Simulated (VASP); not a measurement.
Input of a VASP 6.6.1 run:

Contents of POSCAR:

```
SnO2
1.0
    4.6113612052      0.0000000000      0.0000000000
    0.0000000000      4.6113612052      0.0000000000
    0.0000000000      0.0000000000      3.4105293282
Sn O
2 4
Direct
    0.0000000000      0.0000000000      0.0000000000
    0.5000000000      0.5000000000      0.5000000000
    0.3058934984      0.3058934984      0.0000000000
    0.1941065016      0.8058934984      0.5000000000
    0.6941065016      0.6941065016      0.0000000000
    0.8058934984      0.1941065016      0.5000000000
```

INCAR.step1

```
SYSTEM = SnO2
PREC = Accurate
ENCUT = 520
ISMEAR = 0
SIGMA = 0.05
LREAL = .False.
LASPH = .True.
NELM = 60
NBANDS = 35
GGA = PE
ALGO = Normal
EDIFF = 1E-4
LWAVE = .True.
LCHARG = .False.
```

INCAR.step2

```
SYSTEM = SnO2
PREC = Accurate
ENCUT = 520
EDIFF = 1E-7
ISMEAR = 0
SIGMA = 0.05
LREAL = .False.
LASPH = .True.
NELM = 60
ALGO = Normal
ISIF = 2
LWAVE = .False.
LCHARG = .False.
METAGGA = R2SCAN
LMIXTAU = .True.
NBANDS = 35
ISTART = 1
```

KPOINTS

```
regular mesh
0
Gamma
  6 6 10
  0 0 0
```

Potentials or basis: VASP PAW PBE potentials, release 64 (Sn_d, O).

Command:

```bash
$ cat potpaw_PBE.64/Sn_d/POTCAR potpaw_PBE.64/O/POTCAR > POTCAR
$ cp INCAR.step1 INCAR
$ mpirun -np 1 vasp_std > vasp.out
$ cp INCAR.step2 INCAR
$ mpirun -np 1 vasp_std > vasp.out
```

Task: Estimate the band gap on the k mesh.

Result: 1.56 eV.

Task: What does it give for the pressure?

Result: -1.2 GPa.

Stress tensor (GPa, compression positive):
```
  5.52   0.00   0.00
  0.00   5.52   0.00
  0.00   0.00 -14.56
```

Caveat: the PAW data sets were made with another functional, which shifts forces and pressure a little; spin-orbit coupling is left out, which moves the levels of the heavy elements.
